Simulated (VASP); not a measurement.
# Mo (Im-3m) in VASP: settings compared

Aim: see how the results for Mo move with the level of theory and the settings. Levels: r2SCANh, HSE06. Tasks: single point.

Everything below comes from runs of VASP 6.6.1. Logs are shortened: lines on timing, memory, paths and dates and some standing lists are left out, and cuts for length are marked.

## 1. The cell of the first run

Symmetry: Im-3m, No. 229, cubic system. Conventional cell: a = 3.168 Å, b = 3.168 Å, c = 3.168 Å, α = 90.00°, β = 90.00°, γ = 90.00°. Mo (site symmetry m-3m) has 14 Mo at 2.74 to 3.17 Å within 3.6 Å.

## 2. Single point, r2SCANh

File POSCAR:

```
Mo
1.0
   -1.5838089719      1.5838089719      1.5838089719
    1.5838089719     -1.5838089719      1.5838089719
    1.5838089719      1.5838089719     -1.5838089719
Mo
1
Direct
    0.0000000000      0.0000000000      0.0000000000
```

File INCAR.step1:

```
SYSTEM = Mo
  ALGO = Normal
  EDIFF = 1E-5
  ENCUT = 520
  GGA = PE
  ISIF = 2
  ISMEAR = -1
  LASPH = .TRUE.
  LCHARG = .FALSE.
  LREAL = .FALSE.
  LWAVE = .TRUE.
  NBANDS = 13
  NELM = 60
  PREC = Accurate
  SIGMA = 0.05
```

File INCAR.step2:

```
SYSTEM = Mo
  AEXX = 0.1
  ALGO = Normal
  EDIFF = 1E-6
  ENCUT = 520
  ISIF = 2
  ISMEAR = -1
  ISTART = 1
  LASPH = .TRUE.
  LCHARG = .FALSE.
  LHFCALC = .TRUE.
  LMIXTAU = .TRUE.
  LREAL = .FALSE.
  LWAVE = .FALSE.
  METAGGA = R2SCAN
  NBANDS = 13
  NELM = 60
  PREC = Accurate
  PRECFOCK = Normal
  SIGMA = 0.05
```

File KPOINTS:

```
k-points
0
G
  6 6 6
  0 0 0
```

Potentials or basis: VASP PAW PBE potentials, release 64 (Mo_sv).

The run is started by

```sh
$ cat potpaw_PBE.64/Mo_sv/POTCAR > POTCAR
$ cp INCAR.step1 INCAR
$ mpirun -np 1 vasp_std > vasp.out
$ cp INCAR.step2 INCAR
$ mpirun -np 1 vasp_std > vasp.out
```

OUTCAR:

```text
SYSTEM = Mo
   AEXX = 0.1
   EDIFF = 1E-6
   ENCUT = 520
   ISIF = 2
   ISMEAR = -1
   ISTART = 1
   LASPH = .TRUE.
   LHFCALC = .TRUE.
   LREAL = .FALSE.
   METAGGA = R2SCAN
   NELM = 60
   PREC = Accurate
   PRECFOCK = Normal

 ion  position               nearest neighbor table
   1  0.000  0.000  0.000-

  LATTYP: Found a body centered cubic cell.
 ALAT       =     3.1676179438

  Lattice vectors:

 A1 = (  -1.5838089719,   1.5838089719,   1.5838089719)
 A2 = (   1.5838089719,  -1.5838089719,   1.5838089719)
 A3 = (   1.5838089719,   1.5838089719,  -1.5838089719)

Analysis of symmetry for initial positions (statically):
=====================================================================
 Subroutine PRICEL returns:
 Original cell was already a primitive cell.

 Routine SETGRP: Setting up the symmetry group for a
 body centered cubic supercell.

 Subroutine GETGRP returns: Found 48 space group operations
 (whereof 48 operations were pure point group operations)
 out of a pool of 48 trial point group operations.

The static configuration has the point symmetry O_h .

Analysis of symmetry for dynamics (positions and initial velocities):
=====================================================================
 Subroutine PRICEL returns:
 Original cell was already a primitive cell.

 Routine SETGRP: Setting up the symmetry group for a
 body centered cubic supercell.

 Subroutine GETGRP returns: Found 48 space group operations
 (whereof 48 operations were pure point group operations)
 out of a pool of 48 trial point group operations.

The dynamic configuration has the point symmetry O_h .

 Subroutine INISYM returns: Found 48 space group operations
 (whereof 48 operations are pure point group operations),
 and found     1 'primitive' translations

----------------------------------------------------------------------------------------

                                     Primitive cell

  volume of cell :      15.8916

  direct lattice vectors                    reciprocal lattice vectors
    -1.583808972  1.583808972  1.583808972     0.000000000  0.315694638  0.315694638
     1.583808972 -1.583808972  1.583808972     0.315694638  0.000000000  0.315694638
     1.583808972  1.583808972 -1.583808972     0.315694638  0.315694638  0.000000000

  length of vectors
     2.743237609  2.743237609  2.743237609     0.446459639  0.446459639  0.446459639

  position of ions in fractional coordinates (direct lattice)
     0.000000000  0.000000000  0.000000000

  ion indices of the primitive-cell ions
   primitive index   ion index
                 1           1

----------------------------------------------------------------------------------------

 KPOINTS: k-points

Automatic generation of k-mesh.
 Grid dimensions read from file:
 generate k-points for:    6    6    6

 Generating k-lattice:

  Cartesian coordinates                     Fractional coordinates (reciprocal lattice)
     0.000000000  0.052615773  0.052615773     0.166666667  0.000000000  0.000000000
     0.052615773  0.000000000  0.052615773     0.000000000  0.166666667  0.000000000
     0.052615773  0.052615773  0.000000000     0.000000000  0.000000000  0.166666667

  Length of vectors
     0.074409940  0.074409940  0.074409940

  Shift w.r.t. Gamma in fractional coordinates (k-lattice)
     0.000000000  0.000000000  0.000000000

 Subroutine IBZKPT returns following result:
 ===========================================

 Found     16 irreducible k-points:

 Following reciprocal coordinates:
            Coordinates               Weight
  0.000000  0.000000  0.000000      1.000000
  0.166667  0.000000  0.000000     12.000000
  0.333333  0.000000  0.000000     12.000000
  0.500000  0.000000  0.000000      6.000000
  0.166667  0.166667  0.000000     24.000000
  0.333333  0.166667  0.000000     48.000000
[... 8 lines left out ...]
  0.500000  0.500000  0.333333     12.000000
  0.500000  0.500000  0.500000      1.000000
   k-points           NKPTS =     16   k-points in BZ     NKDIM =    216   number of bands    NBANDS=     13
   number of dos      NEDOS =    301   number of ions     NIONS =      1
   total plane-waves  NPLWV =   8000
   dimension x,y,z NGX =    20 NGY =   20 NGZ =   20
   dimension x,y,z NGXF=    40 NGYF=   40 NGZF=   40
   ions per type =               1
   NGX,Y,Z   is equivalent  to a cutoff of  12.12, 12.12, 12.12 a.u.
   NGXF,Y,Z  is equivalent  to a cutoff of  24.24, 24.24, 24.24 a.u.
 SYSTEM =  Mo
   PREC   = accura    normal or accurate (medium, high low for compatibility)
   ISTART =      1    job   : 0-new  1-cont  2-samecut
   ICHARG =      0    charge: 1-file 2-atom 10-const
   ISPIN  =      1    spin polarized calculation?
   LNONCOLLINEAR =      F non collinear calculations
   LSORBIT =      F    spin-orbit coupling
   LASPH  =      T    aspherical Exc in radial PAW
   ENCUT  =  520.0 eV  38.22 Ry    6.18 a.u.   5.10  5.10  5.10*2*pi/ulx,y,z
   NELM   =     60;   NELMIN=  2; NELMDL=  0     # of ELM steps
   EDIFF  = 0.1E-05   stopping-criterion for ELM
   LREAL  =      F    real-space projection
   EDIFFG = 0.1E-04   stopping-criterion for IOM
   NSW    =      0    number of steps for IOM
   IBRION =     -1    ionic relax: 0-MD 1-quasi-New 2-CG
   NFREE  =      0    steps in history (QN), initial steepest desc. (CG)
   ISIF   =      2    stress and relaxation
   ISYM   =      3    0-nonsym 1-usesym 2-fastsym
   POTIM  = 0.5000    time-step for ionic-motion
   TEBEG  =    0.0;   TEEND  =   0.0 temperature during run
   PSTRESS=    0.0 pullay stress
   NELECT =      14.0000    total number of electrons
   NUPDOWN=      -1.0000    fix difference up-down
   EMIN   =  10.00;   EMAX   =-10.00  energy-range for DOS
   EFERMI =   0.00;   METHOD = LEGACY
   ISMEAR =    -1;   SIGMA  =   0.05  broadening in eV -4-tet -1-fermi 0-gaus
   EFERMI_NEDOS =   21; number of points for ismear=-14 and -15
   IALGO  =     38    algorithm
   IMIX   =      1    mixing-type and parameters
     AMIX     =   0.40;   BMIX     =  1.00
     AMIX_MAG =   1.60;   BMIX_MAG =  1.00
  volume/ion in A,a.u.               =      15.89       107.24
  Fermi-wavevector in a.u.,A,eV,Ry     =   1.569380  2.965698 33.510508  2.462953
  Thomas-Fermi vector in A             =   2.671271
   LORBIT       =      0    0 simple, 1 ext, 2 COOP (PROOUT), +10 PAW based schemes
   METAGGA = R2SCAN    functional components
   LHFCALC =     T    Hartree Fock is set to
   PRECFOCK=normal    Normal, Fast or Accurate (Low or Medium for compatibility)
   ENCUT4O =  -1.0   cutoff for four orbital integrals eV
   NKREDX  =     1    reduce k-point grid by
   NKREDY  =     1    reduce k-point grid by
   NKREDZ  =     1    reduce k-point grid by
   AEXX    =    0.1000 exact exchange contribution
   HFSCREEN=    0.0000 screening length (either q_TF or 0.3 A-1)
   HFSCREENC=   0.0000 screening length for correlation (either q_TF or 0.3 A-1)
   ENCUTFOCK=  -1.0 apply spherical cutoff to Coloumb kernel
   IVDW    =     0    specifies the selected vdW correction
   LEPSILON=     F    determine dielectric tensor
   LRPA    =     F    only Hartree local field effects (RPA)
 non-spin polarized calculation
  energy-cutoff  :      520.00
  volume of cell :       15.89
 maximum number of plane-waves:       438
  NGX = 16; NGY = 16; NGZ = 16

 number of electron      14.0000005 magnetization

 Free energy of the ion-electron system (eV)
  ---------------------------------------------------
  ext. energy  EPLUGINS =         0.00000000
  ---------------------------------------------------
  free energy    TOTEN  =       -25.95234973 eV

  energy without entropy =      -25.95232042  energy(sigma->0) =      -25.95233508

 E-fermi :  12.2228     XC(G=0): -13.2339

 val. band max:       11.8073702998   @ k =   0.1667   0.0000   0.0000
 cond. band min:      12.6680306178   @ k =  -0.3333   0.3333   0.1667
 fundamental gap:      0.8606603180
 Fermi energy:        12.2228297004

 k-point     1 :       0.0000    0.0000    0.0000
  band No.  band energies     occupation
      1     -52.5854      2.00000
      2     -24.5721      2.00000
      3     -24.5721      2.00000
      4     -24.5721      2.00000
      5       4.0483      2.00000
      6      10.5429      2.00000
      7      10.5429      2.00000
      8      10.5429      2.00000
      9      14.5616      0.00000
     10      14.5616      0.00000
     11      28.1525      0.00000
     12      28.1525      0.00000
     13      28.1525      0.00000

 k-point     2 :       0.1667    0.0000    0.0000
  band No.  band energies     occupation
      1     -52.5154      2.00000
      2     -24.9677      2.00000
      3     -24.6933      2.00000
      4     -24.5727      2.00000
      5       5.2457      2.00000
      6       9.8916      2.00000
      7      10.3749      2.00000
      8      11.8074      1.99951
      9      13.8816      0.00000
     10      14.5858      0.00000
     11      28.6975      0.00000
     12      29.7936      0.00000
     13      30.2151      0.00000

 k-point     3 :       0.3333    0.0000    0.0000
  band No.  band energies     occupation
      1     -52.3727      2.00000
      2     -25.7169      2.00000
      3     -24.9286      2.00000
      4     -24.5747      2.00000
      5       6.5483      2.00000
      6       8.8031      2.00000
      7      11.1997      2.00000
      8      14.2151      0.00000
      9      14.8879      0.00000
     10      15.1969      0.00000
     11      26.7533      0.00000
     12      27.6049      0.00000
     13      34.5347      0.00000
[... 177 lines left out ...]
 k-point    15 :       0.5000    0.5000    0.3333
  band No.  band energies     occupation
      1     -52.1511      2.00000
      2     -25.7144      2.00000
      3     -25.4588      2.00000
      4     -25.3495      2.00000
      5       7.0195      2.00000
      6       7.3278      2.00000
      7      13.4896      0.00000
      8      14.0354      0.00000
      9      16.8791      0.00000
     10      21.4072      0.00000
     11      23.1690      0.00000
     12      25.1691      0.00000
     13      32.4931      0.00000

 k-point    16 :       0.5000    0.5000    0.5000
  band No.  band energies     occupation
      1     -52.1007      2.00000
      2     -25.5910      2.00000
      3     -25.5910      2.00000
      4     -25.5910      2.00000
      5       6.3065      2.00000
      6       6.3065      2.00000
      7      16.6951      0.00000
      8      16.6952      0.00000
      9      16.6952      0.00000
     10      21.9713      0.00000
     11      21.9713      0.00000
     12      21.9714      0.00000
     13      33.3999      0.00000

------------------------ aborting loop because EDIFF is reached ----------------------------------------

  FORCE on cell =-STRESS in cart. coord.  units (eV):
  Direction    XX          YY          ZZ          XY          YZ          ZX
  --------------------------------------------------------------------------------------
  -------------------------------------------------------------------------------------
  Total       -0.6153154     -0.6153154     -0.6153154     -0.0000000     -0.0000000     -0.0000000
  in kB      -62.0354580    -62.0354580    -62.0354580     -0.0000000     -0.0000000     -0.0000000
  external PRESSURE =     -62.0354580 kB  Pullay stress =       0.0000000 kB

 VOLUME and BASIS-vectors are now :
 -----------------------------------------------------------------------------
  energy-cutoff  :      520.00
  volume of cell :       15.89
      direct lattice vectors                 reciprocal lattice vectors
    -1.583808972  1.583808972  1.583808972     0.000000000  0.315694638  0.315694638
     1.583808972 -1.583808972  1.583808972     0.315694638  0.000000000  0.315694638
     1.583808972  1.583808972 -1.583808972     0.315694638  0.315694638  0.000000000

 POSITION                                       TOTAL-FORCE (eV/Angst)
 -----------------------------------------------------------------------------------
      0.00000      0.00000      0.00000         0.000000      0.000000      0.000000
 -----------------------------------------------------------------------------------
    total drift:                               -0.000000     -0.000000     -0.000000

  FREE ENERGIE OF THE ION-ELECTRON SYSTEM (eV)
  ---------------------------------------------------
  free  energy   TOTEN  =       -25.9523497306 eV

  energy  without entropy=      -25.9523204221  energy(sigma->0) =      -25.95233508
```

Run time: 9.8 min. Hardware: 1 thread of Intel Xeon Platinum 8259CL at 2.50GHz (Skylake/Cascade Lake), shared host; peak memory 0.14 GiB.

What came out:

- Free energy: -25.9523 eV
- Pressure: -6.2 GPa
- Band gap on the k mesh: zero (bands 7 and 8 overlap by 6.15 eV)

Caveat: the k points lie up to 0.47 Å⁻¹ apart, too coarse for converged energies and pressures of a metal; the PAW data sets were made with another functional, which shifts forces and pressure a little.

## 3. Single point, HSE06

This run uses another cell than the first one, of 16.53 Å³/atom.

File POSCAR:

```
Mo
1.0
   -1.6046509537      1.6046509537      1.6046509537
    1.6046509537     -1.6046509537      1.6046509537
    1.6046509537      1.6046509537     -1.6046509537
Mo
1
Direct
    0.0000000000      0.0000000000      0.0000000000
```

File INCAR.step1:

```
SYSTEM = Mo
PREC     = Accurate       ! precision mode
ENCUT    = 520            ! plane-wave cutoff, eV
EDIFF    = 1E-5           ! SCF threshold, eV
ISMEAR   = -1             ! smearing method
SIGMA    = 0.05           ! smearing width, eV
LREAL    = .False.        ! projectors in reciprocal space
LASPH    = .True.         ! aspherical terms in the spheres
NELM     = 60             ! most SCF steps
ALGO     = Normal         ! electronic algorithm
ISIF     = 2              ! what is computed and relaxed
LWAVE    = .True.         ! write WAVECAR
LCHARG   = .False.        ! write CHGCAR
GGA      = PE             ! functional
NBANDS   = 13             ! bands
```

File INCAR.step2:

```
SYSTEM = Mo
PREC     = Accurate       ! precision mode
ENCUT    = 520            ! plane-wave cutoff, eV
EDIFF    = 1E-6           ! SCF threshold, eV
ISMEAR   = -1             ! smearing method
SIGMA    = 0.05           ! smearing width, eV
LREAL    = .False.        ! projectors in reciprocal space
LASPH    = .True.         ! aspherical terms in the spheres
NELM     = 60             ! most SCF steps
ALGO     = Normal         ! electronic algorithm
ISIF     = 2              ! what is computed and relaxed
LWAVE    = .False.        ! write WAVECAR
LCHARG   = .False.        ! write CHGCAR
GGA      = PE             ! functional
LHFCALC  = .True.         ! exact exchange
HFSCREEN = 0.2079         ! screening, 1/A
PRECFOCK = Normal       
ISTART   = 1            
NBANDS   = 13             ! bands
```

File KPOINTS:

```
regular mesh
0
Gamma
  8 8 8
  0 0 0
```

Potentials or basis: VASP PAW PBE potentials, release 64 (Mo_sv).

The run is started by

```sh
$ cat potpaw_PBE.64/Mo_sv/POTCAR > POTCAR
$ cp INCAR.step1 INCAR
$ mpirun -np 1 vasp_std > vasp.out
$ cp INCAR.step2 INCAR
$ mpirun -np 1 vasp_std > vasp.out
```

Run time: 79 min. Hardware: 1 thread of Oxide Virtual Turin-like, shared host; peak memory 0.22 GiB.

The run converged. Its results:

| Quantity | Value |
| --- | --- |
| Free energy | -12.8264 eV |
| Pressure | -15.8 GPa |
| Band gap on the k mesh | zero (bands 7 and 8 overlap by 5.76 eV) |

Levels at points of the mesh, in eV from the Fermi level:
```
           k point  band 5  band 6  band 7  band 8  band 9  band 10
(0.00, 0.00, 0.00)   -8.05   -1.44   -1.44   -1.44    2.48     2.48
(0.50, 0.00, 0.00)   -5.70   -3.68    1.33    2.36    3.00     5.10
(0.50, 0.50, 0.50)   -5.55   -5.55    4.32    4.32    4.32     9.44
```

Caveat: the cell stands under tension; the PAW data sets were made with another functional, which shifts forces and pressure a little.

The gap in the log of VASP goes by the Fermi energy; the results here count the filled bands.